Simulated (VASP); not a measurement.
Input of a VASP 6.6.1 run:

File INCAR:

```
PREC = Accurate
ENCUT = 520
EDIFF = 1E-7
ISMEAR = 0
SIGMA = 0.05
LREAL = False
LASPH = True
NELM = 100
ALGO = Normal
ISIF = 2
LWAVE = False
LCHARG = True
GGA = PS
LELF = True
LVHAR = True
NBANDS = 21
```

KPOINTS

```
regular mesh
0
Gamma
  12 12 8
```

POSCAR

```
RuF2
1.0
    3.2204620405      0.0000000000      0.0000000000
   -1.6102310203      2.7890019390      0.0000000000
    0.0000000000      0.0000000000      4.2173221049
Ru F
1 2
Direct
    0.0000000000      0.0000000000      0.0000000000
    0.3333333333      0.6666666667      0.2263979402
    0.6666666667      0.3333333333      0.7736020598
```

Potentials or basis: VASP PAW PBE potentials, release 64 (Ru_pv, F).

Run with:

```console
$ cat potpaw_PBE.64/Ru_pv/POTCAR potpaw_PBE.64/F/POTCAR > POTCAR
$ mpirun -np 1 vasp_std > vasp.out
```

(1) Estimate the largest force.

(2) Estimate the band gap on the k mesh.

Results:

(1) 0.031 eV/Å.

(2) 0.49 eV (least direct gap 0.89 eV).

Caveat: semilocal functionals underestimate gaps, and a narrow one can read as zero; the PAW data sets were made with another functional, which shifts forces and pressure a little.
